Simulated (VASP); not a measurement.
# Ag (Fm-3m) in VASP: further runs

Runs on Ag. Level: PBE. Tasks: relaxation of cell and atoms, single point.

All numbers are computed with VASP 6.6.1; they aren't measurements. Logs are shortened: lines on timing, memory, paths and dates and some standing lists are left out, and cuts for length are marked.

## (1) The cell of the first run

It takes space group Fm-3m (No. 225, cubic). The conventional cell has a = 4.090 Å, b = 4.090 Å, c = 4.090 Å, α = 90.00°, β = 90.00°, γ = 90.00°. Within 3.8 Å of Ag (site symmetry m-3m) lie 12 Ag at 2.89 Å.

## (2) Relaxation of cell and atoms, PBE, target pressure 45 GPa, at which the enthalpy is minimised

The input, INCAR:

```
SYSTEM = Ag
ALGO = Normal
EDIFF = 1E-7
EDIFFG = -0.03
ENCUT = 500
GGA = PE
GGA_COMPAT = .False.
IBRION = 2
ISIF = 3
ISMEAR = -1
LASPH = .True.
LCHARG = .False.
LREAL = .False.
LWAVE = .False.
NELM = 120
NELMIN = 4
NSW = 60
PREC = Accurate
PSTRESS = 450.0
SIGMA = 0.1
```

The input, KPOINTS:

```
k-points
0
Gamma
  20 20 20
  0 0 0
```

The input, POSCAR:

```
Ag
1.0
    0.0000000000      2.0450000000      2.0450000000
    2.0450000000      0.0000000000      2.0450000000
    2.0450000000      2.0450000000      0.0000000000
Ag
1
Direct
    0.0000000000      0.0000000000      0.0000000000
```

Potentials or basis: VASP PAW PBE potentials, release 64 (Ag).

Run with:

```sh
$ cat potpaw_PBE.64/Ag/POTCAR > POTCAR
$ mpirun -np 1 vasp_std > vasp.out
```

OUTCAR:

```text
SYSTEM = Ag
   EDIFF = 1E-7
   EDIFFG = -0.03
   ENCUT = 500
   GGA = PE
   IBRION = 2
   ISIF = 3
   ISMEAR = -1
   LASPH = .True.
   LREAL = .False.
   NELM = 120
   NELMIN = 4
   NSW = 60
   PREC = Accurate
   PSTRESS = 450.0

 ion  position               nearest neighbor table
   1  0.000  0.000  0.000-

  LATTYP: Found a face centered cubic cell.
 ALAT       =     4.0900000000

  Lattice vectors:

 A1 = (   0.0000000000,   2.0450000000,   2.0450000000)
 A2 = (   2.0450000000,   0.0000000000,   2.0450000000)
 A3 = (   2.0450000000,   2.0450000000,   0.0000000000)

Analysis of symmetry for initial positions (statically):
=====================================================================
 Subroutine PRICEL returns:
 Original cell was already a primitive cell.

 Routine SETGRP: Setting up the symmetry group for a
 face centered cubic supercell.

 Subroutine GETGRP returns: Found 48 space group operations
 (whereof 48 operations were pure point group operations)
 out of a pool of 48 trial point group operations.

The static configuration has the point symmetry O_h .

Analysis of symmetry for dynamics (positions and initial velocities):
=====================================================================
 Subroutine PRICEL returns:
 Original cell was already a primitive cell.

 Routine SETGRP: Setting up the symmetry group for a
 face centered cubic supercell.

 Subroutine GETGRP returns: Found 48 space group operations
 (whereof 48 operations were pure point group operations)
 out of a pool of 48 trial point group operations.

The dynamic configuration has the point symmetry O_h .

 Subroutine INISYM returns: Found 48 space group operations
 (whereof 48 operations are pure point group operations),
 and found     1 'primitive' translations

----------------------------------------------------------------------------------------

                                     Primitive cell

  volume of cell :      17.1045

  direct lattice vectors                    reciprocal lattice vectors
     0.000000000  2.045000000  2.045000000    -0.244498778  0.244498778  0.244498778
     2.045000000  0.000000000  2.045000000     0.244498778 -0.244498778  0.244498778
     2.045000000  2.045000000  0.000000000     0.244498778  0.244498778 -0.244498778

  length of vectors
     2.892066735  2.892066735  2.892066735     0.423484305  0.423484305  0.423484305

  position of ions in fractional coordinates (direct lattice)
     0.000000000  0.000000000  0.000000000

  ion indices of the primitive-cell ions
   primitive index   ion index
                 1           1

[... 56 lines left out ...]
   dimension x,y,z NGX =    24 NGY =   24 NGZ =   24
   dimension x,y,z NGXF=    48 NGYF=   48 NGZF=   48
   ions per type =               1
   NGX,Y,Z   is equivalent  to a cutoff of  13.80, 13.80, 13.80 a.u.
   NGXF,Y,Z  is equivalent  to a cutoff of  27.59, 27.59, 27.59 a.u.
 SYSTEM =  Ag
   PREC   = accura    normal or accurate (medium, high low for compatibility)
   ISTART =      0    job   : 0-new  1-cont  2-samecut
   ICHARG =      2    charge: 1-file 2-atom 10-const
   ISPIN  =      1    spin polarized calculation?
   LNONCOLLINEAR =      F non collinear calculations
   LSORBIT =      F    spin-orbit coupling
   LASPH  =      T    aspherical Exc in radial PAW
   ENCUT  =  500.0 eV  36.75 Ry    6.06 a.u.   5.27  5.27  5.27*2*pi/ulx,y,z
   NELM   =    120;   NELMIN=  4; NELMDL= -5     # of ELM steps
   EDIFF  = 0.1E-06   stopping-criterion for ELM
   LREAL  =      F    real-space projection
   EDIFFG = -.3E-01   stopping-criterion for IOM
   NSW    =     60    number of steps for IOM
   IBRION =      2    ionic relax: 0-MD 1-quasi-New 2-CG
   NFREE  =      1    steps in history (QN), initial steepest desc. (CG)
   ISIF   =      3    stress and relaxation
   ISYM   =      2    0-nonsym 1-usesym 2-fastsym
   POTIM  = 0.5000    time-step for ionic-motion
   TEBEG  =    0.0;   TEEND  =   0.0 temperature during run
   PSTRESS=  450.0 pullay stress
   NELECT =      11.0000    total number of electrons
   NUPDOWN=      -1.0000    fix difference up-down
   EMIN   =  10.00;   EMAX   =-10.00  energy-range for DOS
   EFERMI =   0.00;   METHOD = LEGACY
   ISMEAR =    -1;   SIGMA  =   0.10  broadening in eV -4-tet -1-fermi 0-gaus
   EFERMI_NEDOS =   21; number of points for ismear=-14 and -15
   IALGO  =     38    algorithm
   IMIX   =      4    mixing-type and parameters
     AMIX     =   0.40;   BMIX     =  1.00
     AMIX_MAG =   1.60;   BMIX_MAG =  1.00
  volume/ion in A,a.u.               =      17.10       115.43
  Fermi-wavevector in a.u.,A,eV,Ry     =   1.413088  2.670348 27.168338  1.996817
  Thomas-Fermi vector in A             =   2.534769
   LORBIT       =      0    0 simple, 1 ext, 2 COOP (PROOUT), +10 PAW based schemes
   GGA     = PE    functional components
   LHFCALC =     F    Hartree Fock is set to
   AEXX    =    0.0000 exact exchange contribution
   IVDW    =     0    specifies the selected vdW correction
   LEPSILON=     F    determine dielectric tensor
   LRPA    =     F    only Hartree local field effects (RPA)
 conjugate gradient relaxation of ions
 non-spin polarized calculation
  energy-cutoff  :      500.00
  volume of cell :       17.10
 maximum number of plane-waves:       447
 NGX is ok and might be reduce to    24
   NGX = 11   NGY = 11   NGZ = 11

--------------------------------------- Ionic step        1  -------------------------------------------

 number of electron      10.9999999 magnetization

 Free energy of the ion-electron system (eV)
  ---------------------------------------------------
  ext. energy  EPLUGINS =         0.00000000
  ---------------------------------------------------
  free energy    TOTEN  =        -2.71448819 eV

  energy without entropy =       -2.70713765  energy(sigma->0) =       -2.71081292

 E-fermi :   8.4038     XC(G=0): -12.1909

 val. band max:        8.3388125084   @ k =   0.5000   0.3500   0.1500
 cond. band min:       8.4401354693   @ k =   0.5000   0.3000   0.1000
 fundamental gap:      0.1013229609
 Fermi energy:         8.4038134134

 k-point     1 :       0.0000    0.0000    0.0000
  band No.  band energies     occupation
      1       0.6417      2.00000
      2       3.5914      2.00000
      3       3.5914      2.00000
      4       3.5914      2.00000
      5       4.6195      2.00000
      6       4.6195      2.00000
      7      24.4042      0.00000
      8      27.9638      0.00000
      9      27.9638      0.00000
[... 423 lines left out ...]
--------------------------------------- Ionic step        5  -------------------------------------------

 number of electron      11.0000001 magnetization

 Free energy of the ion-electron system (eV)
  ---------------------------------------------------
  ext. energy  EPLUGINS =         0.00000000
  ---------------------------------------------------
  free energy    TOTEN  =        -2.30631635 eV

  energy without entropy =       -2.29918048  energy(sigma->0) =       -2.30274841

 E-fermi :  11.6589     XC(G=0): -13.4577

 val. band max:       11.6458158331   @ k =   0.5000   0.2500   0.1000
 cond. band min:      11.6862770235   @ k =   0.4500   0.3500   0.0000
 fundamental gap:      0.0404611904
 Fermi energy:        11.6589241983

 k-point     1 :       0.0000    0.0000    0.0000
  band No.  band energies     occupation
      1       2.1976      2.00000
      2       5.9106      2.00000
      3       5.9106      2.00000
      4       5.9106      2.00000
      5       7.3838      2.00000
      6       7.3838      2.00000
      7      27.8726      0.00000
      8      32.6638      0.00000
      9      32.6639      0.00000
[... 308 lines left out ...]
  energy  without entropy=       -2.2991804755  energy(sigma->0) =       -2.30274841

  enthalpy is  TOTEN    =         1.6080707124 eV   P V=        3.9143870592

 reached required accuracy - stopping structural energy minimisation
```

Wall time 57 s (1 thread of Intel Xeon Platinum 8559C (Emerald Rapids), shared host); peak memory 0.18 GiB.

Results:

- Free energy: -2.3063 eV
- Relaxed volume: 13.94 Å³/atom
- Relaxed cell: a = 2.701 Å, b = 2.701 Å, c = 2.701 Å, α = 60.00°, β = 60.00°, γ = 60.00°
- Space group after relaxing (to 0.1 Å): Fm-3m (No. 225)
- Energy change on relaxing (the run minimises the enthalpy): +408.2 meV/atom
- Ionic steps: 5
- Pressure after relaxing: 45.1 GPa
- Band gap on the k mesh: zero (an odd number of electrons rules out a gap without spin polarisation)

Step by step:
| step | energy change (eV) | largest force (eV/Å) | pressure (GPa) | volume (Å³) |
| --- | --- | --- | --- | --- |
| 1 | 0.0000 | 0.0000 | 4.24 | 17.10 |
| 2 | 7.3029 | 0.0000 | 544.38 | 8.44 |
| 3 | 0.2924 | 0.0000 | 35.71 | 14.40 |
| 4 | 0.3433 | 0.0000 | 39.92 | 14.18 |
| 5 | 0.4082 | 0.0000 | 45.14 | 13.94 |

Final structure:
```
Ag
1.0
     0.00000    1.91005    1.91005
     1.91005    0.00000    1.91005
     1.91005    1.91005    0.00000
Ag
1
Direct
  0.00000 0.00000 0.00000
```

Caveat: the cell is relaxed towards a set pressure, so the run minimises the enthalpy, not the energy; the volume moved by over 15 % at a fixed basis, so the end points are rough.

## (3) Single point, PBE

This run uses another cell than the first one, of 13.97 Å³/atom.

The input, INCAR:

```
SYSTEM = Ag
  PREC = Accurate
  ENCUT = 500
  EDIFF = 1E-6
  ISMEAR = -1
  SIGMA = 0.1
  LREAL = .False.
  LASPH = .True.
  NELM = 120
  ALGO = Normal
  ISIF = 2
  LWAVE = .False.
  LCHARG = .True.
  GGA = PE
  LELF = .True.
  LVHAR = .True.
  NBANDS = 12
  GGA_COMPAT = .False.
```

The input, KPOINTS:

```
Automatic mesh
0
Gamma
  20 20 20
  0 0 0
```

The input, POSCAR:

```
Ag
1.0
    0.0000000000      1.9115294906      1.9115294906
    1.9115294906      0.0000000000      1.9115294906
    1.9115294906      1.9115294906      0.0000000000
Ag
1
Direct
    0.0000000000      0.0000000000      0.0000000000
```

Potentials or basis: VASP PAW PBE potentials, release 64 (Ag).

Run with:

```sh
$ cat potpaw_PBE.64/Ag/POTCAR > POTCAR
$ mpirun -np 1 vasp_std > vasp.out
```

It took 26 s on 1 thread of Intel Xeon 6975P-C (Granite Rapids), shared host; peak memory 0.15 GiB.

It converged, with:

```
Free energy            : -2.3128 eV
Pressure               : 44.5 GPa
Band gap on the k mesh : zero (an odd number of electrons rules out a gap without spin polarisation)
```

Levels at points of the mesh, in eV from the Fermi level:
| k point | band 3 | band 4 | band 5 | band 6 | band 7 | band 8 | band 9 | band 10 |
| --- | --- | --- | --- | --- | --- | --- | --- | --- |
| (0.00, 0.00, 0.00) | -5.73 | -5.73 | -4.27 | -4.27 | 16.21 | 20.99 | 20.99 | 20.99 |
| (0.50, 0.00, 0.00) | -5.78 | -3.15 | -3.15 | -1.06 | 4.80 | 15.48 | 19.86 | 19.86 |
| (0.50, 0.50, 0.00) | -3.19 | -2.85 | -2.85 | 1.34 | 8.40 | 11.61 | 11.61 | 19.73 |

Caveat: the cell stands under pressure.

## (4) Single point, PBE

This run uses another cell than the first one, of 14.75 Å³/atom.

The input, INCAR:

```
PREC = Accurate
ENCUT = 500
EDIFF = 1E-6
ISMEAR = -1
SIGMA = 0.1
LREAL = False
LASPH = True
NELM = 120
ALGO = Normal
ISIF = 2
LWAVE = False
LCHARG = True
GGA = PE
LELF = True
LVHAR = True
NBANDS = 12
GGA_COMPAT = False
```

The input, KPOINTS:

```
regular mesh
0
Gamma
  20 20 20
```

The input, POSCAR:

```
Ag
1.0
    0.0000000000      1.9465281631      1.9465281631
    1.9465281631      0.0000000000      1.9465281631
    1.9465281631      1.9465281631      0.0000000000
Ag
1
Direct
    0.0000000000      0.0000000000      0.0000000000
```

Run with:

```sh
$ cat potpaw_PBE.64/Ag/POTCAR > POTCAR
$ mpirun -np 1 vasp_std > vasp.out
```

Wall time 26 s (1 thread of Intel Xeon 6975P-C (Granite Rapids), shared host); peak memory 0.16 GiB.

Results (log left out):

* Free energy: -2.4921 eV
* Pressure: 29.6 GPa
* Band gap on the k mesh: zero (an odd number of electrons rules out a gap without spin polarisation)

Levels at points of the mesh, in eV from the Fermi level:
```
           k point  band 3  band 4  band 5  band 6  band 7  band 8  band 9  band 10
(0.00, 0.00, 0.00)   -5.45   -5.45   -4.11   -4.11   16.21   20.65   20.65    20.65
(0.50, 0.00, 0.00)   -5.48   -3.09   -3.09   -0.87    4.45   15.46   19.33    19.33
(0.50, 0.50, 0.00)   -3.13   -2.82   -2.82    1.42    7.92   11.36   11.36    18.99
```

Caveat: the cell stands under pressure.

## (5) The runs side by side

| task | cell | gap on the mesh (eV) | pressure (GPa) |
| --- | --- | --- | --- |
| relaxation of cell and atoms | relaxed to 45 GPa from a = 2.892 Å, angles 60.0°, 1 atom | none | 45.1 |
| single point | a = 2.703 Å, angles 60.0°, 1 atom | none | 44.5 |
| single point | a = 2.753 Å, angles 60.0°, 1 atom | none | 29.6 |

Alike in all rows: level PBE; potentials or basis VASP PAW PBE potentials, release 64 (Ag); no spin polarisation; k mesh 20 × 20 × 20; cutoff (eV) 500; smearing fermi-dirac 0.1 eV.

Caveats: the cell stands under pressure (at least some runs); the cell is relaxed towards a set pressure, so the run minimises the enthalpy, not the energy (at least some runs); the volume moved by over 15 % at a fixed basis, so the end points are rough (at least some runs).

Absolute energies hang on the potentials; compare differences alone.
